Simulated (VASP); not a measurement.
# In16SbO23 (a cell with a defect) in VASP: electric field gradients with PBE

Aim: the electric field gradients of In16SbO23 (a cell with a defect) with PBE.

Everything below comes from runs of VASP 6.6.1. Logs are shortened: lines on timing, memory, paths and dates and some standing lists are left out, and cuts for length are marked.

## (1) The cell of the first run

The cell holds a defect, 40 atoms: a = 7.971 Å, b = 7.971 Å, c = 7.971 Å, α = 87.00°, β = 87.00°, γ = 87.00°.

## (2) Electric field gradients, PBE

INCAR reads:

```
  PREC = Accurate
  ENCUT = 520
  EDIFF = 1E-8
  ISMEAR = -1
  SIGMA = 0.01
  LREAL = Auto
  LASPH = True
  NELM = 100
  ALGO = Normal
  ISIF = 2
  LWAVE = False
  LCHARG = False
  GGA = PE
  LEFG = True
  NELECT = 352.0
  NBANDS = 202
  LUSENCCL = False
```

KPOINTS reads:

```
Automatic mesh
0
Gamma
  3 3 3
```

POSCAR reads:

```
In16SbO23
1.0
   -5.4870000000     -3.1679209270      4.8366666667
    5.4870000000     -3.1679209270      4.8366666667
    0.0000000000      6.3358418540      4.8366666667
In Sb O
16 1 23
Direct
    0.3573100000      0.3573100000      0.3573100000
    0.8573100000      0.8573100000      0.3573100000
    0.8573100000      0.3573100000      0.8573100000
    0.3573100000      0.8573100000      0.8573100000
    0.1426900000      0.1426900000      0.1426900000
    0.6426900000      0.6426900000      0.1426900000
    0.6426900000      0.1426900000      0.6426900000
    0.1426900000      0.6426900000      0.6426900000
    0.6426900000      0.6426900000      0.6426900000
    0.1426900000      0.1426900000      0.6426900000
    0.1426900000      0.6426900000      0.1426900000
    0.6426900000      0.1426900000      0.1426900000
    0.8573100000      0.8573100000      0.8573100000
    0.3573100000      0.3573100000      0.8573100000
    0.3573100000      0.8573100000      0.3573100000
    0.8573100000      0.3573100000      0.3573100000
    0.6010000000      0.3990000000      0.7500000000
    0.1010000000      0.8990000000      0.7500000000
    0.1010000000      0.3990000000      0.2500000000
    0.6010000000      0.8990000000      0.2500000000
    0.7500000000      0.6010000000      0.3990000000
    0.2500000000      0.1010000000      0.3990000000
    0.2500000000      0.6010000000      0.8990000000
    0.7500000000      0.1010000000      0.8990000000
    0.3990000000      0.7500000000      0.6010000000
    0.8990000000      0.2500000000      0.6010000000
    0.8990000000      0.7500000000      0.1010000000
    0.3990000000      0.2500000000      0.1010000000
    0.3990000000      0.6010000000      0.2500000000
    0.8990000000      0.1010000000      0.2500000000
    0.8990000000      0.6010000000      0.7500000000
    0.3990000000      0.1010000000      0.7500000000
    0.2500000000      0.3990000000      0.6010000000
    0.7500000000      0.8990000000      0.6010000000
    0.7500000000      0.3990000000      0.1010000000
    0.2500000000      0.8990000000      0.1010000000
    0.6010000000      0.2500000000      0.3990000000
    0.1010000000      0.7500000000      0.3990000000
    0.1010000000      0.2500000000      0.8990000000
    0.6010000000      0.7500000000      0.8990000000
```

Potentials or basis: VASP PAW PBE potentials, release 64 (In_d, Sb, O).

Started as:

```console
$ cat potpaw_PBE.64/In_d/POTCAR potpaw_PBE.64/Sb/POTCAR potpaw_PBE.64/O/POTCAR > POTCAR
$ mpirun -np 1 vasp_std > vasp.out
```

OUTCAR:

```text
PREC = Accurate
   ENCUT = 520
   EDIFF = 1E-8
   ISMEAR = -1
   LREAL = Auto
   LASPH = True
   NELM = 100
   ISIF = 2
   GGA = PE
   NELECT = 352.0

 ion  position               nearest neighbor table
   1  0.357  0.357  0.357-  33 2.12  29 2.12  37 2.12  28 2.26  22 2.26  19 2.26   5 3.11  10 3.24
                            11 3.24  12 3.24   6 3.61   8 3.61   7 3.61  17 3.81  14 3.99  14 3.99
   2  0.857  0.857  0.357-  34 2.12  30 2.12  38 2.12  27 2.26  21 2.26  20 2.26   6 3.11   9 3.24
                            11 3.24  12 3.24   5 3.61   8 3.61   7 3.61  13 3.99  13 3.99  16 3.99
   3  0.857  0.357  0.857-  35 2.12  31 2.12  39 2.12  26 2.26  24 2.26  17 2.26   7 3.11  12 3.24
                            10 3.24   9 3.24   8 3.61   6 3.61   5 3.61  16 3.99  16 3.99  13 3.99
   4  0.357  0.857  0.857-  36 2.12  32 2.12  40 2.12  25 2.26  23 2.26  18 2.26   8 3.11  11 3.24
                            10 3.24   9 3.24   7 3.61   6 3.61   5 3.61  15 3.99  15 3.99  13 3.99
   5  0.143  0.143  0.143-  39 2.12  30 2.12  36 2.12  28 2.26  22 2.26  19 2.26   1 3.11  14 3.24
                            15 3.24  16 3.24   2 3.61   4 3.61   3 3.61  10 3.99  10 3.99  11 3.99
   6  0.643  0.643  0.143-  40 2.12  29 2.12  35 2.12  27 2.26  21 2.26  20 2.26   2 3.11  13 3.24
                            15 3.24  16 3.24   1 3.61   4 3.61   3 3.61  17 3.81   9 3.99   9 3.99
   7  0.643  0.143  0.643-  37 2.12  32 2.12  34 2.12  26 2.26  24 2.26  17 2.26   3 3.11  16 3.24
                            14 3.24  13 3.24   4 3.61   2 3.61   1 3.61  12 3.99  12 3.99  10 3.99
   8  0.143  0.643  0.643-  38 2.12  31 2.12  33 2.12  25 2.26  23 2.26  18 2.26   4 3.11  15 3.24
                            14 3.24  13 3.24   3 3.61   2 3.61   1 3.61  11 3.99  11 3.99  10 3.99
   9  0.643  0.643  0.643-  21 2.12  17 2.12  25 2.12  34 2.26  40 2.26  31 2.26  13 3.11   2 3.24
[... 8 lines left out ...]
                             8 3.24   7 3.24  10 3.61  11 3.61  12 3.61   2 3.99   2 3.99   3 3.99
  14  0.357  0.357  0.857-  28 2.12  17 2.12  23 2.12  33 2.26  39 2.26  32 2.26  10 3.11   5 3.24
                             8 3.24   7 3.24   9 3.61  11 3.61  12 3.61   1 3.99   1 3.99   3 3.99
  15  0.357  0.857  0.357-  25 2.12  20 2.12  22 2.12  36 2.26  38 2.26  29 2.26  11 3.11   8 3.24
                             5 3.24   6 3.24  12 3.61   9 3.61  10 3.61   4 3.99   4 3.99   2 3.99
  16  0.857  0.357  0.357-  26 2.12  19 2.12  21 2.12  35 2.26  37 2.26  30 2.26  12 3.11   7 3.24
                             5 3.24   6 3.24  11 3.61   9 3.61  10 3.61  17 3.67   3 3.99   3 3.99
  17  0.601  0.399  0.750-   9 2.12  14 2.12   3 2.26   7 2.26  24 2.83  26 2.83  12 3.67  16 3.67
                             6 3.81   1 3.81
  18  0.101  0.899  0.750-  10 2.12  13 2.12   4 2.26   8 2.26
  19  0.101  0.399  0.250-  11 2.12  16 2.12   1 2.26   5 2.26
  20  0.601  0.899  0.250-  12 2.12  15 2.12   2 2.26   6 2.26
  21  0.750  0.601  0.399-   9 2.12  16 2.12   2 2.26   6 2.26
  22  0.250  0.101  0.399-  10 2.12  15 2.12   1 2.26   5 2.26
  23  0.250  0.601  0.899-  11 2.12  14 2.12   4 2.26   8 2.26
  24  0.750  0.101  0.899-  12 2.12  13 2.12   3 2.26   7 2.26  17 2.83
  25  0.399  0.750  0.601-  15 2.12   9 2.12   4 2.26   8 2.26
  26  0.899  0.250  0.601-  16 2.12  10 2.12   3 2.26   7 2.26  17 2.83
  27  0.899  0.750  0.101-  13 2.12  11 2.12   2 2.26   6 2.26
  28  0.399  0.250  0.101-  14 2.12  12 2.12   1 2.26   5 2.26
  29  0.399  0.601  0.250-   1 2.12   6 2.12  11 2.26  15 2.26
  30  0.899  0.101  0.250-   2 2.12   5 2.12  12 2.26  16 2.26
  31  0.899  0.601  0.750-   3 2.12   8 2.12   9 2.26  13 2.26
  32  0.399  0.101  0.750-   4 2.12   7 2.12  10 2.26  14 2.26
  33  0.250  0.399  0.601-   1 2.12   8 2.12  10 2.26  14 2.26
  34  0.750  0.899  0.601-   2 2.12   7 2.12   9 2.26  13 2.26
  35  0.750  0.399  0.101-   3 2.12   6 2.12  12 2.26  16 2.26
  36  0.250  0.899  0.101-   4 2.12   5 2.12  11 2.26  15 2.26
  37  0.601  0.250  0.399-   7 2.12   1 2.12  12 2.26  16 2.26
  38  0.101  0.750  0.399-   8 2.12   2 2.12  11 2.26  15 2.26
  39  0.101  0.250  0.899-   5 2.12   3 2.12  10 2.26  14 2.26
  40  0.601  0.750  0.899-   6 2.12   4 2.12   9 2.26  13 2.26

  LATTYP: Found a trigonal (rhomboedric) cell.
 ALAT       =     7.9709620777
 COS(alpha) =     0.0522835256

  Lattice vectors:

 A1 = (  -5.4870000000,  -3.1679209270,   4.8366666667)
 A2 = (   5.4870000000,  -3.1679209270,   4.8366666667)
 A3 = (   0.0000000000,   6.3358418540,   4.8366666667)

Analysis of symmetry for initial positions (statically):
=====================================================================
 Subroutine PRICEL returns:
 Original cell was already a primitive cell.

 Routine SETGRP: Setting up the symmetry group for a
 trigonal (rhombohedral) supercell.

 Subroutine GETGRP returns: Found  2 space group operations
 (whereof  1 operations were pure point group operations)
 out of a pool of 12 trial point group operations.

The static configuration has the point symmetry C_1 .
 The point group associated with its full space group is C_2 .

Analysis of symmetry for dynamics (positions and initial velocities):
=====================================================================
[... 199 lines left out ...]
   AEXX    =    0.0000 exact exchange contribution
   IVDW    =     0    specifies the selected vdW correction
   LEPSILON=     F    determine dielectric tensor
   LRPA    =     F    only Hartree local field effects (RPA)
 non-spin polarized calculation
  energy-cutoff  :      520.00
  volume of cell :      504.44
 maximum number of plane-waves:     13620
   NGX = 29   NGY = 29   NGZ = 29

 number of electron     352.0000031 magnetization

 Free energy of the ion-electron system (eV)
  ---------------------------------------------------
  ext. energy  EPLUGINS =         0.00000000
  ---------------------------------------------------
  free energy    TOTEN  =      -195.30457539 eV

  energy without entropy =     -195.30415139  energy(sigma->0) =     -195.30436339

 E-fermi :   8.0290     XC(G=0): -11.3929

 val. band max:        7.9954727566   @ k =  -0.3333   0.3333   0.0000
 cond. band min:       8.0547679149   @ k =   0.0000   0.0000   0.0000
 fundamental gap:      0.0592951583
 Fermi energy:         8.0289762971

 k-point     1 :       0.0000    0.0000    0.0000
  band No.  band energies     occupation
      1     -11.5045      2.00000
      2     -11.0975      2.00000
      3     -11.0559      2.00000
      4     -11.0422      2.00000
      5     -10.8372      2.00000
      6     -10.8250      2.00000
[... 1899 lines left out ...]
    187      12.2415      0.00000
    188      12.3501      0.00000
 [bands above 188 left out]

------------------------ aborting loop because EDIFF is reached ----------------------------------------

  FORCE on cell =-STRESS in cart. coord.  units (eV):
  Direction    XX          YY          ZZ          XY          YZ          ZX
  --------------------------------------------------------------------------------------
  -------------------------------------------------------------------------------------
  Total       91.9814194     93.1333050     81.1095849      0.0000000    -17.1165636      0.0000000
  in kB      292.1487202    295.8073059    257.6179143      0.0000000    -54.3651335      0.0000000
  external PRESSURE =     281.8579802 kB  Pullay stress =       0.0000000 kB

 VOLUME and BASIS-vectors are now :
 -----------------------------------------------------------------------------
  energy-cutoff  :      520.00
  volume of cell :      504.44
      direct lattice vectors                 reciprocal lattice vectors
    -5.487000000 -3.167920927  4.836666667    -0.091124476 -0.052610741  0.068917988
     5.487000000 -3.167920927  4.836666667     0.091124476 -0.052610741  0.068917988
     0.000000000  6.335841854  4.836666667     0.000000000  0.105221482  0.068917988

 POSITION                                       TOTAL-FORCE (eV/Angst)
 -----------------------------------------------------------------------------------
      0.00000      0.00000      5.18457        -0.167547      0.021290      0.023089
      0.00000     -3.16792     10.02123        -0.077493      0.009955     -0.136141
     -2.74350      1.58396     10.02123        -6.075611     -0.040987      5.973636
      2.74350      1.58396     10.02123         0.028901     -0.178714     -0.055515
      0.00000      0.00000      2.07043        -0.077493     -0.009955      0.136141
      0.00000     -3.16792      6.90710        -0.167547     -0.021290     -0.023089
[... 32 lines left out ...]
      0.81756      4.58398      6.04583         0.120404     -0.105174      0.144231
      0.81756      1.41606     10.88250         0.411320      0.084869      0.743303
 -----------------------------------------------------------------------------------
    total drift:                               -0.002497      0.000000      0.000000

  FREE ENERGIE OF THE ION-ELECTRON SYSTEM (eV)
  ---------------------------------------------------
  free  energy   TOTEN  =      -195.3045753922 eV

  energy  without entropy=     -195.3041513862  energy(sigma->0) =     -195.30436339

 Electric field gradients (V/A^2)
---------------------------------------------------------------------
 ion       V_xx      V_yy      V_zz      V_xy      V_xz      V_yz
---------------------------------------------------------------------
   1     -24.338   -21.889    46.228    -3.924    -0.399    -3.229
   2     -21.900   -22.178    44.078     0.821    -2.364     2.349
   3     -88.165    77.141    11.024    -9.455   153.775     7.592
   4     -23.924   -24.861    48.786     8.448    -1.732     4.631
   5     -21.900   -22.178    44.078    -0.821     2.364     2.349
   6     -24.338   -21.889    46.228     3.924     0.399    -3.229
[... 32 lines left out ...]
  39       8.630     8.992   -17.623     1.925   -35.472    15.788
  40       7.510    17.306   -24.815    -0.048   -40.943    17.124
---------------------------------------------------------------------

 Electric field gradients after diagonalization (V/A^2)
 (convention: |V_zz| > |V_xx| > |V_yy|)
----------------------------------------------------------------------
 ion       V_xx      V_yy      V_zz     asymmetry (V_yy - V_xx)/ V_zz
----------------------------------------------------------------------
   1     -27.293   -19.087    46.381       0.177
   2     -23.035   -21.208    44.243       0.041
   3     123.011    77.662  -200.674       0.226
   4     -33.108   -15.988    49.096       0.349
   5     -23.035   -21.208    44.243       0.041
   6     -27.293   -19.087    46.381       0.177
[... 32 lines left out ...]
  39      35.624    10.337   -45.961       0.550
  40      39.934    15.520   -55.454       0.440
----------------------------------------------------------------------

           NMR quadrupolar parameters

 Cq : quadrupolar parameter    Cq=e*Q*V_zz/h
 eta: asymmetry parameters     (V_yy - V_xx)/ V_zz
 Q  : nuclear electric quadrupole moment in mb (millibarn)
----------------------------------------------------------------------
 ion       Cq(MHz)       eta       Q (mb)
----------------------------------------------------------------------
   1       0.112       0.177       1.000
   2       0.107       0.041       1.000
   3      -0.485       0.226       1.000
   4       0.119       0.349       1.000
   5       0.107       0.041       1.000
   6       0.112       0.177       1.000
[... 32 lines left out ...]
  39      -0.111       0.550       1.000
  40      -0.134       0.440       1.000
----------------------------------------------------------------------
```

Run time: 7.1 min. Hardware: 1 × NVIDIA H100 80GB with 1 thread of AMD EPYC 7R13 (Zen 3), shared host; peak memory 1.8 GiB.

What came out:

```yaml
Free_energy: -195.3046 eV
Largest_force: 13.054 eV/Å
Largest_electric_field_gradient_by_atom: In +46.4, +44.2, -200.7, +49.1, -270.5, +48.1, +47.0, +45.3 (each value once); Sb +94.7; O -42.2, -44.3, -40.3, -43.6, -48.6, +41.2, -45.4, -46.7, -40.0, -55.5, -46.0, +36.4, -44.1 (each value once) V/Å²
```

Forces in eV/Å, atoms in the order of the input:
```
In  -0.168  0.021  0.023
In  -0.077  0.010 -0.136
In  -6.076 -0.041  5.974
In   0.029 -0.179 -0.056
In  -0.077 -0.010  0.136
In  -0.168 -0.021 -0.023
In  -6.076  0.041 -5.974
In   0.029  0.179  0.056
In   6.884 -9.927  4.948
In  -0.041 -0.055 -0.051
In  -0.008 -0.132 -0.129
In   0.155 -0.026  0.015
In  -0.041  0.055  0.051
In   6.884  9.927 -4.948
In  -0.008  0.132  0.129
In   0.155  0.026 -0.015
Sb  -1.303  0.000  0.000
O   -0.017  0.000  0.000
O   -0.155 -0.067  0.012
O   -0.155  0.067 -0.012
O    0.138 -1.140  0.049
O    0.030 -0.158 -0.095
O    0.956  0.259  0.151
O   -1.311  0.953 -0.019
O    0.956 -0.259 -0.151
O   -1.311 -0.953  0.019
O    0.030  0.158  0.095
O    0.138  1.140 -0.049
O    0.225  0.000  0.000
O   -0.019  0.000  0.000
O   -0.077 -1.142  1.470
O   -0.077  1.142 -1.470
O    0.411 -0.085 -0.743
O    0.120  0.105 -0.144
O   -0.219  0.998  0.965
O   -0.033  0.214  0.048
O   -0.219 -0.998 -0.965
O   -0.033 -0.214 -0.048
O    0.120 -0.105  0.144
O    0.411  0.085  0.743
```

Levels at points of the mesh, in eV from the Fermi level:
| k point | band 172 | band 173 | band 174 | band 175 | band 176 | band 177 | band 178 | band 179 | band 180 | band 181 |
| --- | --- | --- | --- | --- | --- | --- | --- | --- | --- | --- |
| (0.00, 0.00, 0.00) | -1.89 | -1.89 | -0.52 | -0.31 | -0.10 | 0.03 | 3.34 | 3.39 | 3.55 | 3.75 |

Electric field gradients, principal values (V/Å²):
| atom | least | middle | greatest (by size) |
| --- | --- | --- | --- |
| 1 In | -19.087 | -27.293 | 46.381 |
| 2 In | -21.208 | -23.035 | 44.243 |
| 3 In | 77.662 | 123.011 | -200.674 |
| 4 In | -15.988 | -33.108 | 49.096 |
| 5 In | -21.208 | -23.035 | 44.243 |
| 6 In | -19.087 | -27.293 | 46.381 |
| 7 In | 77.662 | 123.011 | -200.674 |
| 8 In | -15.988 | -33.108 | 49.096 |
| 9 In | 111.238 | 159.223 | -270.461 |
| 10 In | -16.246 | -31.880 | 48.125 |
| 11 In | -20.887 | -26.146 | 47.033 |
| 12 In | -16.356 | -28.992 | 45.347 |
| 13 In | -16.246 | -31.880 | 48.125 |
| 14 In | 111.238 | 159.223 | -270.461 |
| 15 In | -20.887 | -26.146 | 47.033 |
| 16 In | -16.356 | -28.992 | 45.347 |
| 17 Sb | -4.338 | -90.399 | 94.737 |
| 18 O | 10.553 | 31.655 | -42.208 |
| 19 O | 9.375 | 34.974 | -44.349 |
| 20 O | 9.375 | 34.974 | -44.349 |
| 21 O | 1.022 | 39.316 | -40.338 |
| 22 O | 9.192 | 34.456 | -43.647 |
| 23 O | 14.506 | 34.089 | -48.595 |
| 24 O | -1.471 | -39.752 | 41.223 |
| 25 O | 14.506 | 34.089 | -48.595 |
| 26 O | -1.471 | -39.752 | 41.223 |
| 27 O | 9.192 | 34.456 | -43.647 |
| 28 O | 1.022 | 39.316 | -40.338 |
| 29 O | 10.373 | 35.010 | -45.383 |
| 30 O | 9.366 | 37.324 | -46.689 |
| 31 O | 18.938 | 21.090 | -40.028 |
| 32 O | 18.938 | 21.090 | -40.028 |
| 33 O | 15.520 | 39.934 | -55.454 |
| 34 O | 10.337 | 35.624 | -45.961 |
| 35 O | -0.094 | -36.346 | 36.440 |
| 36 O | 10.378 | 33.738 | -44.116 |
| 37 O | -0.094 | -36.346 | 36.440 |
| 38 O | 10.378 | 33.738 | -44.116 |
| 39 O | 10.337 | 35.624 | -45.961 |
| 40 O | 15.520 | 39.934 | -55.454 |

Caveat: the cell carries a net charge on a neutralising background, which shifts energy and pressure; the cell is charged against a uniform background, so pressure and absolute levels hang on convention; without QUAD_EFG the Cq values of the log hold for a quadrupole moment of 1 mb, not for the nuclei; spin-orbit coupling is left out, which moves the levels of the heavy elements.
